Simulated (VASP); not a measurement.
# BN (Qingsongite) (F-43m) in VASP: notebook, part 2 of 3

VASP 6.6.1. The steps go on from the part before.

### 3 Single point, LDA

This run uses another cell than the first one, of 6.02 Å³/atom, 1.020 times its volume.

File INCAR:

```
SYSTEM = BN
  PREC = Accurate
  ENCUT = 520
  EDIFF = 1E-7
  ISMEAR = 0
  SIGMA = 0.01
  LREAL = .False.
  LASPH = .True.
  NELM = 80
  ALGO = Normal
  ISIF = 2
  LWAVE = .False.
  LCHARG = .True.
  LELF = .True.
  LVHAR = .True.
  NBANDS = 11
```

File KPOINTS:

```
regular mesh
0
Gamma
  8 8 8
  0 0 0
```

File POSCAR:

```
BN
1.0
    0.0000000000      1.8194705475      1.8194705475
    1.8194705475      0.0000000000      1.8194705475
    1.8194705475      1.8194705475      0.0000000000
B N
1 1
Direct
    0.0000000000      0.0000000000      0.0000000000
    0.2500000000      0.2500000000      0.2500000000
```

Potentials or basis: VASP PAW LDA potentials, release 64 (B, N).

Command:

```console
$ cat potpaw_LDA.64/B/POTCAR potpaw_LDA.64/N/POTCAR > POTCAR
$ mpirun -np 1 vasp_std > vasp.out
```

OUTCAR:

```text
SYSTEM = BN
   PREC = Accurate
   ENCUT = 520
   EDIFF = 1E-7
   ISMEAR = 0
   LREAL = .False.
   LASPH = .True.
   NELM = 80
   ISIF = 2

 ion  position               nearest neighbor table
   1  0.000  0.000  0.000-   2 1.58   2 1.58   2 1.58   2 1.58
   2  0.250  0.250  0.250-   1 1.58   1 1.58   1 1.58   1 1.58

  LATTYP: Found a face centered cubic cell.
 ALAT       =     3.6389410950

  Lattice vectors:

 A1 = (   0.0000000000,   1.8194705475,   1.8194705475)
 A2 = (   1.8194705475,   0.0000000000,   1.8194705475)
 A3 = (   1.8194705475,   1.8194705475,   0.0000000000)

Analysis of symmetry for initial positions (statically):
=====================================================================
 Subroutine PRICEL returns:
 Original cell was already a primitive cell.

 Routine SETGRP: Setting up the symmetry group for a
 face centered cubic supercell.

 Subroutine GETGRP returns: Found 24 space group operations
 (whereof 24 operations were pure point group operations)
 out of a pool of 48 trial point group operations.

The static configuration has the point symmetry T_d .

Analysis of symmetry for dynamics (positions and initial velocities):
=====================================================================
 Subroutine PRICEL returns:
 Original cell was already a primitive cell.

 Routine SETGRP: Setting up the symmetry group for a
 face centered cubic supercell.

 Subroutine GETGRP returns: Found 24 space group operations
 (whereof 24 operations were pure point group operations)
 out of a pool of 48 trial point group operations.

The dynamic configuration has the point symmetry T_d .

 Subroutine INISYM returns: Found 24 space group operations
 (whereof 24 operations are pure point group operations),
 and found     1 'primitive' translations

----------------------------------------------------------------------------------------

                                     Primitive cell

  volume of cell :      12.0466

  direct lattice vectors                    reciprocal lattice vectors
     0.000000000  1.819470547  1.819470547    -0.274805218  0.274805218  0.274805218
     1.819470547  0.000000000  1.819470547     0.274805218 -0.274805218  0.274805218
     1.819470547  1.819470547  0.000000000     0.274805218  0.274805218 -0.274805218

  length of vectors
     2.573119925  2.573119925  2.573119925     0.475976599  0.475976599  0.475976599

  position of ions in fractional coordinates (direct lattice)
     0.000000000  0.000000000  0.000000000
     0.250000000  0.250000000  0.250000000

  ion indices of the primitive-cell ions
   primitive index   ion index
                 1           1
                 2           2

----------------------------------------------------------------------------------------

 KPOINTS: regular mesh

Automatic generation of k-mesh.
 Grid dimensions read from file:
 generate k-points for:    8    8    8

 Generating k-lattice:

  Cartesian coordinates                     Fractional coordinates (reciprocal lattice)
    -0.034350652  0.034350652  0.034350652     0.125000000  0.000000000  0.000000000
     0.034350652 -0.034350652  0.034350652     0.000000000  0.125000000  0.000000000
     0.034350652  0.034350652 -0.034350652     0.000000000  0.000000000  0.125000000

  Length of vectors
     0.059497075  0.059497075  0.059497075

  Shift w.r.t. Gamma in fractional coordinates (k-lattice)
     0.000000000  0.000000000  0.000000000

 Subroutine IBZKPT returns following result:
 ===========================================

 Found     29 irreducible k-points:

 Following reciprocal coordinates:
            Coordinates               Weight
  0.000000  0.000000  0.000000      1.000000
  0.125000  0.000000  0.000000      8.000000
  0.250000  0.000000  0.000000      8.000000
  0.375000  0.000000  0.000000      8.000000
  0.500000  0.000000  0.000000      4.000000
  0.125000  0.125000  0.000000      6.000000
[... 16 lines left out ...]
  0.500000  0.250000  0.125000     48.000000
 -0.375000  0.250000  0.125000     24.000000
 [... further k-points ...]
   k-points           NKPTS =     29   k-points in BZ     NKDIM =     29   number of bands    NBANDS=     11
   number of dos      NEDOS =    301   number of ions     NIONS =      2
   total plane-waves  NPLWV =   8000
   dimension x,y,z NGX =    20 NGY =   20 NGZ =   20
   dimension x,y,z NGXF=    40 NGYF=   40 NGZF=   40
   ions per type =               1   1
   NGX,Y,Z   is equivalent  to a cutoff of  12.92, 12.92, 12.92 a.u.
   NGXF,Y,Z  is equivalent  to a cutoff of  25.84, 25.84, 25.84 a.u.
 SYSTEM =  BN
   PREC   = accura    normal or accurate (medium, high low for compatibility)
   ISTART =      0    job   : 0-new  1-cont  2-samecut
   ICHARG =      2    charge: 1-file 2-atom 10-const
   ISPIN  =      1    spin polarized calculation?
   LNONCOLLINEAR =      F non collinear calculations
   LSORBIT =      F    spin-orbit coupling
   LASPH  =      T    aspherical Exc in radial PAW
   ENCUT  =  520.0 eV  38.22 Ry    6.18 a.u.   4.78  4.78  4.78*2*pi/ulx,y,z
   NELM   =     80;   NELMIN=  2; NELMDL= -5     # of ELM steps
   EDIFF  = 0.1E-06   stopping-criterion for ELM
   LREAL  =      F    real-space projection
   EDIFFG = 0.1E-05   stopping-criterion for IOM
   NSW    =      0    number of steps for IOM
   IBRION =     -1    ionic relax: 0-MD 1-quasi-New 2-CG
   NFREE  =      0    steps in history (QN), initial steepest desc. (CG)
   ISIF   =      2    stress and relaxation
   ISYM   =      2    0-nonsym 1-usesym 2-fastsym
   POTIM  = 0.5000    time-step for ionic-motion
   TEBEG  =    0.0;   TEEND  =   0.0 temperature during run
   PSTRESS=    0.0 pullay stress
   NELECT =       8.0000    total number of electrons
   NUPDOWN=      -1.0000    fix difference up-down
   EMIN   =  10.00;   EMAX   =-10.00  energy-range for DOS
   EFERMI =   0.00;   METHOD = LEGACY
   ISMEAR =     0;   SIGMA  =   0.01  broadening in eV -4-tet -1-fermi 0-gaus
   EFERMI_NEDOS =   21; number of points for ismear=-14 and -15
   IALGO  =     38    algorithm
   IMIX   =      4    mixing-type and parameters
     AMIX     =   0.40;   BMIX     =  1.00
     AMIX_MAG =   1.60;   BMIX_MAG =  1.00
  volume/ion in A,a.u.               =       6.02        40.65
  Fermi-wavevector in a.u.,A,eV,Ry     =   1.428290  2.699077 27.756062  2.040013
  Thomas-Fermi vector in A             =   2.548368
   LORBIT       =      0    0 simple, 1 ext, 2 COOP (PROOUT), +10 PAW based schemes
   GGA     = CA    functional components
   LHFCALC =     F    Hartree Fock is set to
   AEXX    =    0.0000 exact exchange contribution
   IVDW    =     0    specifies the selected vdW correction
   LEPSILON=     F    determine dielectric tensor
   LRPA    =     F    only Hartree local field effects (RPA)
 non-spin polarized calculation
 Gauss-broadening in eV      SIGMA  =   0.01
  energy-cutoff  :      520.00
  volume of cell :       12.05
 maximum number of plane-waves:       332
   NGX =  9   NGY =  9   NGZ =  9

 number of electron       8.0000001 magnetization

 Free energy of the ion-electron system (eV)
  ---------------------------------------------------
  ext. energy  EPLUGINS =         0.00000000
  ---------------------------------------------------
  free energy    TOTEN  =       -19.38451199 eV

  energy without entropy =      -19.38451199  energy(sigma->0) =      -19.38451199

 E-fermi :   7.3084     XC(G=0): -13.0098

 val. band max:        7.1435188903   @ k =   0.0000   0.0000   0.0000
 cond. band min:      11.4631975000   @ k =   0.5000   0.5000   0.0000
 fundamental gap:      4.3196786096
 Fermi energy:         7.3084313798

 k-point     1 :       0.0000    0.0000    0.0000
  band No.  band energies     occupation
      1     -12.7034      2.00000
      2       7.1435      2.00000
      3       7.1435      2.00000
      4       7.1435      2.00000
      5      15.7333      0.00000
      6      15.7333      0.00000
      7      15.7333      0.00000
      8      17.2646      0.00000
      9      31.2616      0.00000
     10      34.6884      0.00000
     11      34.6884      0.00000
[... 309 lines left out ...]
 k-point    24 :      -0.3750    0.2500    0.1250
  band No.  band energies     occupation
      1      -7.8163      2.00000
      2      -2.4092      2.00000
      3       2.4051      2.00000
      4       3.7424      2.00000
      5      16.4875      0.00000
      6      18.0686      0.00000
      7      21.1718      0.00000
      8      22.4964      0.00000
      9      26.1043      0.00000
     10      32.3881      0.00000
     11      34.0583      0.00000

 [... further k-points ...]

------------------------ aborting loop because EDIFF is reached ----------------------------------------

  FORCE on cell =-STRESS in cart. coord.  units (eV):
  Direction    XX          YY          ZZ          XY          YZ          ZX
  --------------------------------------------------------------------------------------
  -------------------------------------------------------------------------------------
  Total       -1.2832709     -1.2832709     -1.2832709      0.0000000      0.0000000      0.0000000
  in kB     -170.6726207   -170.6726207   -170.6726207      0.0000000      0.0000000      0.0000000
  external PRESSURE =    -170.6726207 kB  Pullay stress =       0.0000000 kB

 VOLUME and BASIS-vectors are now :
 -----------------------------------------------------------------------------
  energy-cutoff  :      520.00
  volume of cell :       12.05
      direct lattice vectors                 reciprocal lattice vectors
     0.000000000  1.819470547  1.819470547    -0.274805218  0.274805218  0.274805218
     1.819470547  0.000000000  1.819470547     0.274805218 -0.274805218  0.274805218
     1.819470547  1.819470547  0.000000000     0.274805218  0.274805218 -0.274805218

 POSITION                                       TOTAL-FORCE (eV/Angst)
 -----------------------------------------------------------------------------------
      0.00000      0.00000      0.00000        -0.000000     -0.000000     -0.000000
      0.90974      0.90974      0.90974         0.000000      0.000000      0.000000
 -----------------------------------------------------------------------------------
    total drift:                               -0.000000     -0.000000     -0.000000

  FREE ENERGIE OF THE ION-ELECTRON SYSTEM (eV)
  ---------------------------------------------------
  free  energy   TOTEN  =       -19.3845119925 eV

  energy  without entropy=      -19.3845119925  energy(sigma->0) =      -19.38451199
```

OSZICAR:

```text
N       E                     dE             d eps       ncg     rms          rms(c)
DAV:   1     0.764649676672E+01    0.76465E+01   -0.48229E+03   662   0.715E+02
DAV:   2    -0.199697204695E+02   -0.27616E+02   -0.26882E+02   754   0.154E+02
DAV:   3    -0.204791123267E+02   -0.50939E+00   -0.50865E+00   746   0.167E+01
DAV:   4    -0.204796236093E+02   -0.51128E-03   -0.51127E-03   689   0.686E-01
DAV:   5    -0.204796240868E+02   -0.47749E-06   -0.47746E-06   743   0.200E-02    0.640E+00
DAV:   6    -0.195170134409E+02    0.96261E+00   -0.32862E+00   638   0.101E+01    0.302E+00
DAV:   7    -0.194158033047E+02    0.10121E+00   -0.73959E-02   725   0.225E+00    0.175E+00
DAV:   8    -0.193846865257E+02    0.31117E-01   -0.43394E-02   707   0.141E+00    0.167E-01
DAV:   9    -0.193845281575E+02    0.15837E-03   -0.95027E-04   695   0.259E-01    0.808E-02
DAV:  10    -0.193845115378E+02    0.16620E-04   -0.48901E-05   716   0.638E-02    0.142E-02
DAV:  11    -0.193845120331E+02   -0.49524E-06   -0.12388E-06   701   0.780E-03    0.638E-03
DAV:  12    -0.193845119925E+02    0.40566E-07   -0.38489E-07   553   0.353E-03
   1 F= -.19384512E+02 E0= -.19384512E+02  d E =-.255545-122
```

Wall time 2.2 s (1 thread of Intel Xeon 6975P-C (Granite Rapids), shared host); peak memory 0.11 GiB.

What came out:

| Item | Value |
| --- | --- |
| Free energy | -19.3845 eV |
| Pressure | -17.1 GPa |
| Band gap on the k mesh | 4.32 eV, indirect (least direct gap 8.59 eV) |

### 4 Single point, LDA

This run uses another cell than the first one, of 6.14 Å³/atom, 1.040 times its volume.

File INCAR:

```
PREC = Accurate
ENCUT = 520
EDIFF = 1E-6
ISMEAR = 0
SIGMA = 0.01
LREAL = False
LASPH = True
NELM = 60
ALGO = Normal
ISIF = 2
LWAVE = False
LCHARG = False
GGA = CA
NBANDS = 11
```

File KPOINTS:

```
regular mesh
0
Gamma
  8 8 8
```

File POSCAR:

```
BN
1.0
    0.0000000000      1.8312856224      1.8312856224
    1.8312856224      0.0000000000      1.8312856224
    1.8312856224      1.8312856224      0.0000000000
B N
1 1
Direct
    0.0000000000      0.0000000000      0.0000000000
    0.2500000000      0.2500000000      0.2500000000
```

Potentials or basis: VASP PAW LDA potentials, release 64 (B, N).

Command:

```console
$ cat potpaw_LDA.64/B/POTCAR potpaw_LDA.64/N/POTCAR > POTCAR
$ mpirun -np 1 vasp_std > vasp.out
```

OUTCAR:

```text
PREC = Accurate
   ENCUT = 520
   EDIFF = 1E-6
   ISMEAR = 0
   LREAL = False
   LASPH = True
   NELM = 60
   ISIF = 2
   GGA = CA

 ion  position               nearest neighbor table
   1  0.000  0.000  0.000-   2 1.59   2 1.59   2 1.59   2 1.59
   2  0.250  0.250  0.250-   1 1.59   1 1.59   1 1.59   1 1.59

  LATTYP: Found a face centered cubic cell.
 ALAT       =     3.6625712448

  Lattice vectors:

 A1 = (   0.0000000000,   1.8312856224,   1.8312856224)
 A2 = (   1.8312856224,   0.0000000000,   1.8312856224)
 A3 = (   1.8312856224,   1.8312856224,   0.0000000000)

Analysis of symmetry for initial positions (statically):
=====================================================================
 Subroutine PRICEL returns:
 Original cell was already a primitive cell.

 Routine SETGRP: Setting up the symmetry group for a
 face centered cubic supercell.

 Subroutine GETGRP returns: Found 24 space group operations
 (whereof 24 operations were pure point group operations)
 out of a pool of 48 trial point group operations.

The static configuration has the point symmetry T_d .
[... 170 lines left out ...]
      1     -12.7259      2.00000
      2       6.9059      2.00000
      3       6.9059      2.00000
      4       6.9059      2.00000
      5      15.4050      0.00000
      6      15.4050      0.00000
      7      15.4050      0.00000
      8      16.7179      0.00000
      9      30.6642      0.00000
     10      34.2160      0.00000
     11      34.2160      0.00000
[... 309 lines left out ...]
 k-point    24 :      -0.3750    0.2500    0.1250
  band No.  band energies     occupation
      1      -7.9443      2.00000
      2      -2.4881      2.00000
      3       2.2374      2.00000
      4       3.5727      2.00000
      5      16.1708      0.00000
      6      17.6447      0.00000
      7      20.6813      0.00000
      8      22.0099      0.00000
      9      25.6674      0.00000
     10      31.8165      0.00000
     11      33.5062      0.00000

 [... further k-points ...]

------------------------ aborting loop because EDIFF is reached ----------------------------------------

  FORCE on cell =-STRESS in cart. coord.  units (eV):
  Direction    XX          YY          ZZ          XY          YZ          ZX
  --------------------------------------------------------------------------------------
  -------------------------------------------------------------------------------------
  Total       -1.7922608     -1.7922608     -1.7922608      0.0000000     -0.0000000      0.0000000
  in kB     -233.7833264   -233.7833264   -233.7833264      0.0000000     -0.0000000      0.0000000
  external PRESSURE =    -233.7833264 kB  Pullay stress =       0.0000000 kB

 VOLUME and BASIS-vectors are now :
 -----------------------------------------------------------------------------
  energy-cutoff  :      520.00
  volume of cell :       12.28
      direct lattice vectors                 reciprocal lattice vectors
     0.000000000  1.831285622  1.831285622    -0.273032232  0.273032232  0.273032232
     1.831285622  0.000000000  1.831285622     0.273032232 -0.273032232  0.273032232
     1.831285622  1.831285622  0.000000000     0.273032232  0.273032232 -0.273032232

 POSITION                                       TOTAL-FORCE (eV/Angst)
 -----------------------------------------------------------------------------------
      0.00000      0.00000      0.00000         0.000000      0.000000      0.000000
      0.91564      0.91564      0.91564        -0.000000     -0.000000     -0.000000
 -----------------------------------------------------------------------------------
    total drift:                               -0.000000     -0.000000     -0.000000

  FREE ENERGIE OF THE ION-ELECTRON SYSTEM (eV)
  ---------------------------------------------------
  free  energy   TOTEN  =       -19.3550087882 eV

  energy  without entropy=      -19.3550087882  energy(sigma->0) =      -19.35500879
```

OSZICAR:

```text
N       E                     dE             d eps       ncg     rms          rms(c)
DAV:   1     0.699437722638E+01    0.69944E+01   -0.48690E+03   646   0.712E+02
DAV:   2    -0.199236383097E+02   -0.26918E+02   -0.26244E+02   780   0.148E+02
DAV:   3    -0.204162286191E+02   -0.49259E+00   -0.49164E+00   743   0.167E+01
DAV:   4    -0.204167555415E+02   -0.52692E-03   -0.52692E-03   695   0.678E-01
DAV:   5    -0.204167560366E+02   -0.49508E-06   -0.49489E-06   716   0.206E-02    0.630E+00
DAV:   6    -0.194804083153E+02    0.93635E+00   -0.33148E+00   644   0.100E+01    0.296E+00
DAV:   7    -0.193857151449E+02    0.94693E-01   -0.67912E-02   716   0.217E+00    0.173E+00
DAV:   8    -0.193551852469E+02    0.30530E-01   -0.42205E-02   713   0.138E+00    0.159E-01
DAV:   9    -0.193550250727E+02    0.16017E-03   -0.97600E-04   695   0.257E-01    0.793E-02
DAV:  10    -0.193550082816E+02    0.16791E-04   -0.50944E-05   725   0.646E-02    0.140E-02
DAV:  11    -0.193550087882E+02   -0.50658E-06   -0.12819E-06   449   0.794E-03
   1 F= -.19355009E+02 E0= -.19355009E+02  d E =-.404234-149
```

stdout:

```text
POSCAR found type information on POSCAR B N
 POSCAR found :  2 types and       2 ions
 scaLAPACK will be used
 LDA part: xc-table for (Slater(with rela. corr.)+CA(PZ))
 , standard interpolation
 POSCAR, INCAR and KPOINTS ok, starting setup
 FFT: planning ... GRIDC
 FFT: planning ... GRID_SOFT
 FFT: planning ... GRID
 WAVECAR not read
 entering main loop
```

It took 1.8 s on 1 thread of Intel Xeon 6975P-C (Granite Rapids), shared host; peak memory 0.11 GiB.

Results:

- Free energy: -19.3550 eV
- Pressure: -23.4 GPa
- Band gap on the k mesh: 4.30 eV, indirect (least direct gap 8.50 eV)

(Continued in part 3 of 3.)
